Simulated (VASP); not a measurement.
# BaTiO3 (Amm2) in VASP: a series of runs

The runs below take BaTiO3 through single point, with PBE.

All numbers are computed with VASP 6.6.1; they aren't measurements. Logs are shortened: lines on timing, memory, paths and dates and some standing lists are left out, and cuts for length are marked.

## (1) The cell of the first run

The structure is orthorhombic, space group Amm2 (No. 38). The conventional cell has a = 4.019 Å, b = 5.684 Å, c = 5.684 Å, α = 90.00°, β = 90.00°, γ = 90.00°. Within 3.7 Å of Ba (site symmetry mm2) lie 12 O at 2.81 to 2.88 Å and 8 Ti at 3.45 to 3.51 Å. Within 2.7 Å of Ti (site symmetry mm2) lie 6 O at 2.01 Å. Within 2.7 Å of O (site symmetry mm2) lie 2 Ti at 2.01 Å. Within 2.7 Å of O (site symmetry m) lie 2 Ti at 2.01 Å.

## (2) Single point, PBE (atom 1 (Ba) moved -0.033 Å towards its neighbour atom 3 (O) at 2.842 Å)

Contents of INCAR:

```
PREC     = Accurate       # precision mode
ENCUT    = 520            # plane-wave cutoff, eV
EDIFF    = 1E-6           # SCF threshold, eV
ISMEAR   = 0              # smearing method
SIGMA    = 0.05           # smearing width, eV
LREAL    = False          # projectors in reciprocal space
LASPH    = True           # aspherical terms in the spheres
NELM     = 60             # most SCF steps
ALGO     = Normal         # electronic algorithm
ISIF     = 2              # what is computed and relaxed
LWAVE    = False          # write WAVECAR
LCHARG   = False          # write CHGCAR
GGA      = PE             # functional
NBANDS   = 28             # bands
```

Contents of KPOINTS:

```
regular mesh
0
Gamma
  8 8 8
```

Contents of POSCAR:

```
BaTiO3
1.0
    4.0192501416      0.0000000000      0.0000000000
    0.0000000000      4.0192501416      0.0000000000
    0.0000000000      0.0000000000      4.0192501416
Ba Ti O
1 1 3
Direct
    0.5000000000      0.5058584699      0.5058584699
    0.0000000000      0.0000000000      0.0000000000
    0.5000000000      0.0000000000      0.0000000000
    0.0000000000      0.5000000000      0.0000000000
    0.0000000000      0.0000000000      0.5000000000
```

Potentials or basis: VASP PAW PBE potentials, release 64 (Ba_sv, Ti_sv, O).

Run with:

```bash
$ cat potpaw_PBE.64/Ba_sv/POTCAR potpaw_PBE.64/Ti_sv/POTCAR potpaw_PBE.64/O/POTCAR > POTCAR
$ mpirun -np 1 vasp_std > vasp.out
```

OUTCAR:

```text
PREC = Accurate
   ENCUT = 520
   EDIFF = 1E-6
   ISMEAR = 0
   LREAL = False
   LASPH = True
   NELM = 60
   ISIF = 2
   GGA = PE

 ion  position               nearest neighbor table
   1  0.500  0.506  0.506-   3 2.81   4 2.83   5 2.83   4 2.83   5 2.83   3 2.84   3 2.84   4 2.86
                             5 2.86   4 2.86   5 2.86   3 2.88   2 3.45   2 3.45   2 3.48   2 3.48
   2  0.000  0.000  0.000-   3 2.01   4 2.01   5 2.01   5 2.01   4 2.01   3 2.01   1 3.45   1 3.45
                             1 3.48   1 3.48   1 3.48   1 3.48   1 3.51   1 3.51
   3  0.500  0.000  0.000-   2 2.01   2 2.01   1 2.81   1 2.84   1 2.84   1 2.88
   4  0.000  0.500  0.000-   2 2.01   2 2.01   1 2.83   1 2.83   1 2.86   1 2.86
   5  0.000  0.000  0.500-   2 2.01   2 2.01   1 2.83   1 2.83   1 2.86   1 2.86

  LATTYP: Found a simple cubic cell.
 ALAT       =     4.0192501416

  Lattice vectors:

 A1 = (   4.0192501416,   0.0000000000,   0.0000000000)
 A2 = (   0.0000000000,   4.0192501416,   0.0000000000)
 A3 = (   0.0000000000,   0.0000000000,   4.0192501416)

Analysis of symmetry for initial positions (statically):
=====================================================================
 Subroutine PRICEL returns:
 Original cell was already a primitive cell.

 Routine SETGRP: Setting up the symmetry group for a
 simple cubic supercell.

 Subroutine GETGRP returns: Found  4 space group operations
 (whereof  4 operations were pure point group operations)
 out of a pool of 48 trial point group operations.

The static configuration has the point symmetry C_2v.

Analysis of symmetry for dynamics (positions and initial velocities):
=====================================================================
 Subroutine PRICEL returns:
 Original cell was already a primitive cell.

 Routine SETGRP: Setting up the symmetry group for a
 simple cubic supercell.

 Subroutine GETGRP returns: Found  4 space group operations
 (whereof  4 operations were pure point group operations)
 out of a pool of 48 trial point group operations.

The dynamic configuration has the point symmetry C_2v.

 Subroutine INISYM returns: Found  4 space group operations
 (whereof  4 operations are pure point group operations),
 and found     1 'primitive' translations

----------------------------------------------------------------------------------------

                                     Primitive cell

  volume of cell :      64.9285

  direct lattice vectors                    reciprocal lattice vectors
     4.019250142  0.000000000  0.000000000     0.248802629  0.000000000  0.000000000
     0.000000000  4.019250142  0.000000000     0.000000000  0.248802629  0.000000000
     0.000000000  0.000000000  4.019250142     0.000000000  0.000000000  0.248802629

  length of vectors
     4.019250142  4.019250142  4.019250142     0.248802629  0.248802629  0.248802629

  position of ions in fractional coordinates (direct lattice)
     0.500000000  0.505858470  0.505858470
     0.000000000  0.000000000  0.000000000
     0.500000000  0.000000000  0.000000000
     0.000000000  0.500000000  0.000000000
     0.000000000  0.000000000  0.500000000

  ion indices of the primitive-cell ions
   primitive index   ion index
                 1           1
                 2           2
                 3           3
                 4           4
                 5           5

----------------------------------------------------------------------------------------

 KPOINTS: regular mesh

Automatic generation of k-mesh.
 Grid dimensions read from file:
 generate k-points for:    8    8    8

 Generating k-lattice:

  Cartesian coordinates                     Fractional coordinates (reciprocal lattice)
     0.031100329  0.000000000  0.000000000     0.125000000  0.000000000  0.000000000
     0.000000000  0.031100329  0.000000000     0.000000000  0.125000000  0.000000000
     0.000000000  0.000000000  0.031100329     0.000000000  0.000000000  0.125000000

  Length of vectors
     0.031100329  0.031100329  0.031100329

  Shift w.r.t. Gamma in fractional coordinates (k-lattice)
     0.000000000  0.000000000  0.000000000

 Subroutine IBZKPT returns following result:
 ===========================================

 Found    105 irreducible k-points:

 Following reciprocal coordinates:
            Coordinates               Weight
  0.000000  0.000000  0.000000      1.000000
  0.125000  0.000000  0.000000      2.000000
  0.000000  0.125000  0.000000      4.000000
  0.250000  0.000000  0.000000      2.000000
  0.000000  0.250000  0.000000      4.000000
  0.375000  0.000000  0.000000      2.000000
[... 16 lines left out ...]
  0.125000  0.000000  0.500000      4.000000
  0.250000  0.250000  0.000000      8.000000
 [... further k-points ...]
   k-points           NKPTS =    105   k-points in BZ     NKDIM =    105   number of bands    NBANDS=     28
   number of dos      NEDOS =    301   number of ions     NIONS =      5
   total plane-waves  NPLWV =  27000
   dimension x,y,z NGX =    30 NGY =   30 NGZ =   30
   dimension x,y,z NGXF=    60 NGYF=   60 NGZF=   60
   ions per type =               1   1   3
   NGX,Y,Z   is equivalent  to a cutoff of  12.41, 12.41, 12.41 a.u.
   NGXF,Y,Z  is equivalent  to a cutoff of  24.82, 24.82, 24.82 a.u.
 SYSTEM =  unknown system
   PREC   = accura    normal or accurate (medium, high low for compatibility)
   ISTART =      0    job   : 0-new  1-cont  2-samecut
   ICHARG =      2    charge: 1-file 2-atom 10-const
   ISPIN  =      1    spin polarized calculation?
   LNONCOLLINEAR =      F non collinear calculations
   LSORBIT =      F    spin-orbit coupling
   LASPH  =      T    aspherical Exc in radial PAW
   ENCUT  =  520.0 eV  38.22 Ry    6.18 a.u.   7.47  7.47  7.47*2*pi/ulx,y,z
   NELM   =     60;   NELMIN=  2; NELMDL= -5     # of ELM steps
   EDIFF  = 0.1E-05   stopping-criterion for ELM
   LREAL  =      F    real-space projection
   EDIFFG = 0.1E-04   stopping-criterion for IOM
   NSW    =      0    number of steps for IOM
   IBRION =     -1    ionic relax: 0-MD 1-quasi-New 2-CG
   NFREE  =      0    steps in history (QN), initial steepest desc. (CG)
   ISIF   =      2    stress and relaxation
   ISYM   =      2    0-nonsym 1-usesym 2-fastsym
   POTIM  = 0.5000    time-step for ionic-motion
   TEBEG  =    0.0;   TEEND  =   0.0 temperature during run
   PSTRESS=    0.0 pullay stress
   NELECT =      40.0000    total number of electrons
   NUPDOWN=      -1.0000    fix difference up-down
   EMIN   =  10.00;   EMAX   =-10.00  energy-range for DOS
   EFERMI =   0.00;   METHOD = LEGACY
   ISMEAR =     0;   SIGMA  =   0.05  broadening in eV -4-tet -1-fermi 0-gaus
   EFERMI_NEDOS =   21; number of points for ismear=-14 and -15
   IALGO  =     38    algorithm
   IMIX   =      4    mixing-type and parameters
     AMIX     =   0.40;   BMIX     =  1.00
     AMIX_MAG =   1.60;   BMIX_MAG =  1.00
  volume/ion in A,a.u.               =      12.99        87.63
  Fermi-wavevector in a.u.,A,eV,Ry     =   1.392996  2.632380 26.401250  1.940437
  Thomas-Fermi vector in A             =   2.516685
   LORBIT       =      0    0 simple, 1 ext, 2 COOP (PROOUT), +10 PAW based schemes
   GGA     = PE    functional components
   LHFCALC =     F    Hartree Fock is set to
   AEXX    =    0.0000 exact exchange contribution
   IVDW    =     0    specifies the selected vdW correction
   LEPSILON=     F    determine dielectric tensor
   LRPA    =     F    only Hartree local field effects (RPA)
 non-spin polarized calculation
 Gauss-broadening in eV      SIGMA  =   0.05
  energy-cutoff  :      520.00
  volume of cell :       64.93
 maximum number of plane-waves:      1775
 NGX is ok and might be reduce to    30
   NGX = 15   NGY = 15   NGZ = 15

 number of electron      39.9999977 magnetization

 Free energy of the ion-electron system (eV)
  ---------------------------------------------------
  ext. energy  EPLUGINS =         0.00000000
  ---------------------------------------------------
  free energy    TOTEN  =       -39.97829879 eV

  energy without entropy =      -39.97829879  energy(sigma->0) =      -39.97829879

 E-fermi :   3.9832     XC(G=0): -11.1939

 val. band max:        3.7369337149   @ k =   0.5000   0.5000   0.5000
 cond. band min:       5.4565511382   @ k =   0.0000   0.0000   0.0000
 fundamental gap:      1.7196174234
 Fermi energy:         3.9831898374

 k-point     1 :       0.0000    0.0000    0.0000
  band No.  band energies     occupation
      1     -52.9530      2.00000
      2     -29.1574      2.00000
      3     -29.1573      2.00000
      4     -29.1572      2.00000
      5     -21.1049      2.00000
      6     -13.1270      2.00000
[... 20 lines left out ...]
     27       8.7783      0.00000
     28      10.9830      0.00000

 k-point     2 :       0.1250    0.0000    0.0000
  band No.  band energies     occupation
      1     -52.9529      2.00000
      2     -29.1647      2.00000
      3     -29.1571      2.00000
      4     -29.1570      2.00000
      5     -21.0889      2.00000
      6     -13.1330      2.00000
[... 20 lines left out ...]
     27       9.0806      0.00000
     28      11.3555      0.00000

 k-point     3 :       0.0000    0.1250    0.0000
  band No.  band energies     occupation
      1     -52.9529      2.00000
      2     -29.1645      2.00000
      3     -29.1572      2.00000
      4     -29.1570      2.00000
      5     -21.0889      2.00000
      6     -13.1332      2.00000
[... 20 lines left out ...]
     27       9.0806      0.00000
     28      11.3555      0.00000

 k-point     4 :       0.2500    0.0000    0.0000
  band No.  band energies     occupation
      1     -52.9525      2.00000
      2     -29.1820      2.00000
      3     -29.1564      2.00000
      4     -29.1563      2.00000
      5     -21.0497      2.00000
      6     -13.1900      2.00000
[... 578 lines left out ...]
     27      11.5538      0.00000
     28      12.1227      0.00000

 k-point    23 :       0.1250    0.0000    0.5000
  band No.  band energies     occupation
      1     -52.9519      2.00000
      2     -29.2058      2.00000
      3     -29.1626      2.00000
      4     -29.1552      2.00000
      5     -20.9827      2.00000
      6     -13.2626      2.00000
[... 20 lines left out ...]
     27      11.5542      0.00000
     28      12.1232      0.00000

 k-point    24 :       0.2500    0.2500    0.0000
  band No.  band energies     occupation
      1     -52.9521      2.00000
      2     -29.1811      2.00000
      3     -29.1804      2.00000
      4     -29.1555      2.00000
      5     -21.0040      2.00000
      6     -13.0850      2.00000
[... 20 lines left out ...]
     27      10.9509      0.00000
     28      12.2233      0.00000

 [... further k-points ...]

------------------------ aborting loop because EDIFF is reached ----------------------------------------

  FORCE on cell =-STRESS in cart. coord.  units (eV):
  Direction    XX          YY          ZZ          XY          YZ          ZX
  --------------------------------------------------------------------------------------
  -------------------------------------------------------------------------------------
  Total        0.7113146      0.7090737      0.7090737     -0.0000000      0.0133048      0.0000000
  in kB       17.5524271     17.4971319     17.4971319     -0.0000000      0.3283087      0.0000000
  external PRESSURE =      17.5155636 kB  Pullay stress =       0.0000000 kB

 VOLUME and BASIS-vectors are now :
 -----------------------------------------------------------------------------
  energy-cutoff  :      520.00
  volume of cell :       64.93
      direct lattice vectors                 reciprocal lattice vectors
     4.019250142  0.000000000  0.000000000     0.248802629  0.000000000  0.000000000
     0.000000000  4.019250142  0.000000000     0.000000000  0.248802629  0.000000000
     0.000000000  0.000000000  4.019250142     0.000000000  0.000000000  0.248802629

 POSITION                                       TOTAL-FORCE (eV/Angst)
 -----------------------------------------------------------------------------------
      2.00963      2.03317      2.03317         0.000000     -0.147806     -0.147806
      0.00000      0.00000      0.00000         0.000000      0.078468      0.078468
      2.00963      0.00000      0.00000         0.000000      0.020575      0.020575
      0.00000      2.00963      0.00000         0.000000      0.028357      0.020405
      0.00000      0.00000      2.00963         0.000000      0.020405      0.028357
 -----------------------------------------------------------------------------------
    total drift:                                0.000000      0.000197      0.000197

  FREE ENERGIE OF THE ION-ELECTRON SYSTEM (eV)
  ---------------------------------------------------
  free  energy   TOTEN  =       -39.9782987922 eV

  energy  without entropy=      -39.9782987922  energy(sigma->0) =      -39.97829879
```

It took 2.2 min on 1 thread of Intel Xeon Platinum 8488C (Sapphire Rapids), shared host; peak memory 0.31 GiB.

What came out:

```
Free energy            : -39.9783 eV
Pressure               : 1.8 GPa
Largest force          : 0.209 eV/Å
Band gap on the k mesh : 1.72 eV (least direct gap 1.88 eV)
```

Forces on the atoms (eV/Å):
```
Ba   0.000 -0.148 -0.148
Ti   0.000  0.078  0.078
O    0.000  0.021  0.021
O    0.000  0.028  0.020
O    0.000  0.020  0.028
```

Caveat: the cell differs from its parent crystal (atom 1 (Ba) moved -0.033 Å towards its neighbour atom 3 (O) at 2.842 Å); spin-orbit coupling is left out, which moves the levels of the heavy elements. A k mesh can miss the band edges.

## (3) Single point, PBE (atom 1 (Ba) moved +0.083 Å towards its neighbour atom 3 (O) at 2.842 Å)

Contents of INCAR:

```
SYSTEM = BaTiO3
  PREC = Accurate
  ENCUT = 520
  EDIFF = 1E-6
  ISMEAR = 0
  SIGMA = 0.05
  LREAL = .False.
  LASPH = .True.
  NELM = 60
  ALGO = Normal
  ISIF = 2
  LWAVE = .False.
  LCHARG = .False.
  GGA = PE
  NBANDS = 28
```

Contents of KPOINTS:

```
Automatic mesh
0
Gamma
  8 8 8
  0 0 0
```

POSCAR, as its differences from that of step 2:

```diff
@@ -8,3 +8,3 @@
 Direct
-    0.5000000000      0.5058584699      0.5058584699
+    0.5000000000      0.4853450288      0.4853450288
     0.0000000000      0.0000000000      0.0000000000
```

Potentials or basis: VASP PAW PBE potentials, release 64 (Ba_sv, Ti_sv, O).

Run with:

```bash
$ cat potpaw_PBE.64/Ba_sv/POTCAR potpaw_PBE.64/Ti_sv/POTCAR potpaw_PBE.64/O/POTCAR > POTCAR
$ mpirun -np 1 vasp_std > vasp.out
```

Run time: 2.3 min. Hardware: 1 thread of Intel Xeon Platinum 8488C (Sapphire Rapids), shared host; peak memory 0.31 GiB.

The run converged. Its results:

| Item | Value |
| --- | --- |
| Free energy | -39.9599 eV |
| Pressure | 1.9 GPa |
| Largest force | 0.529 eV/Å |
| Band gap on the k mesh | 1.72 eV (least direct gap 1.87 eV) |

Forces in eV/Å, atoms in the order of the input:
```
Ba   0.000  0.374  0.374
Ti   0.000 -0.197 -0.197
O    0.000 -0.054 -0.054
O    0.000 -0.071 -0.051
O    0.000 -0.051 -0.071
```

Stress tensor (GPa, compression positive):
```
1.94 0.00 0.00
0.00 1.90 0.21
0.00 0.21 1.90
```

Levels at points of the mesh, in eV from the valence-band top:
```tsv
k point	band 18	band 19	band 20	band 21	band 22	band 23
(0.00, 0.00, 0.00)	-0.16	-0.16	-0.16	1.72	1.72	1.72
(0.50, 0.00, 0.00)	-1.71	-0.71	-0.71	1.87	3.42	3.42
(0.00, 0.50, 0.00)	-1.74	-0.71	-0.71	1.87	3.42	3.42
(0.50, 0.50, 0.00)	-0.87	-0.87	-0.09	3.43	3.43	3.84
(0.00, 0.50, 0.50)	-0.88	-0.87	-0.08	3.43	3.43	3.84
(0.50, 0.50, 0.50)	-0.01	0.00	0.00	4.08	4.08	4.08
```

Caveat: the cell differs from its parent crystal (atom 1 (Ba) moved +0.083 Å towards its neighbour atom 3 (O) at 2.842 Å); spin-orbit coupling is left out, which moves the levels of the heavy elements.

## (4) Single point, PBE (atom 1 (Ba) moved +0.050 Å towards its neighbour atom 3 (O) at 2.842 Å)

Contents of INCAR:

```
SYSTEM = BaTiO3
ALGO = Normal ; EDIFF = 1E-7
ENCUT = 520 ; GGA = PE
ISIF = 2 ; ISMEAR = 0
LASPH = .True. ; LCHARG = .False.
LREAL = .False. ; LWAVE = .False.
NBANDS = 28 ; NELM = 100
PREC = Accurate ; SIGMA = 0.05
```

Contents of KPOINTS:

```
k-points
0
Gamma
  8 8 8
  0 0 0
```

POSCAR, as its differences from that of step 3:

```diff
@@ -8,3 +8,3 @@
 Direct
-    0.5000000000      0.4853450288      0.4853450288
+    0.5000000000      0.4912034987      0.4912034987
     0.0000000000      0.0000000000      0.0000000000
```

Run with:

```bash
$ cat potpaw_PBE.64/Ba_sv/POTCAR potpaw_PBE.64/Ti_sv/POTCAR potpaw_PBE.64/O/POTCAR > POTCAR
$ mpirun -np 1 vasp_std > vasp.out
```

It took 2.2 min on 1 thread of Intel Xeon Platinum 8488C (Sapphire Rapids), shared host; peak memory 0.31 GiB.

Results (log left out):

* Free energy: -39.9739 eV
* Pressure: 1.8 GPa
* Largest force: 0.315 eV/Å
* Band gap on the k mesh: 1.72 eV (least direct gap 1.88 eV)

Forces in eV/Å, atoms in the order of the input:
```
Ba   0.000  0.223  0.223
Ti   0.000 -0.118 -0.118
O    0.000 -0.031 -0.031
O    0.000 -0.043 -0.031
O    0.000 -0.031 -0.043
```

Stress tensor (GPa, compression positive):
```
1.80 0.00 0.00
0.00 1.78 0.07
0.00 0.07 1.78
```

Levels at points of the mesh, in eV from the valence-band top:
```
           k point  band 17  band 18  band 19  band 20  band 21  band 22  band 23  band 24
(0.00, 0.00, 0.00)    -1.07    -0.16    -0.16    -0.16     1.72     1.72     1.72     3.82
(0.50, 0.00, 0.00)    -1.81    -1.76    -0.71    -0.71     1.87     3.42     3.42     3.82
(0.00, 0.50, 0.00)    -1.81    -1.78    -0.71    -0.71     1.87     3.42     3.42     3.82
(0.50, 0.50, 0.00)    -1.72    -0.88    -0.88    -0.09     3.43     3.43     3.84     4.65
(0.00, 0.50, 0.50)    -1.73    -0.88    -0.88    -0.09     3.43     3.43     3.84     4.65
(0.50, 0.50, 0.50)    -2.41     0.00     0.00     0.00     4.08     4.08     4.08     6.67
```

Caveat: the cell differs from its parent crystal (atom 1 (Ba) moved +0.050 Å towards its neighbour atom 3 (O) at 2.842 Å); spin-orbit coupling is left out, which moves the levels of the heavy elements. A k mesh can miss the band edges.

## (5) Summary

| cell | gap on the mesh (eV) | pressure (GPa) | largest force (eV/Å) |
| --- | --- | --- | --- |
| as given, atomic positions A | 1.72 | 1.8 | 0.21 |
| as given, atomic positions B | 1.72 | 1.9 | 0.53 |
| as given, atomic positions C | 1.72 | 1.8 | 0.31 |

Alike in all rows: task single point; level PBE; potentials or basis VASP PAW PBE potentials, release 64 (Ba_sv, Ti_sv, O); no spin polarisation; k mesh 8 × 8 × 8; cutoff (eV) 520; smearing gaussian 0.05 eV.

Caveats: spin-orbit coupling is left out, which moves the levels of the heavy elements.

Absolute energies hang on the potentials; compare differences alone.
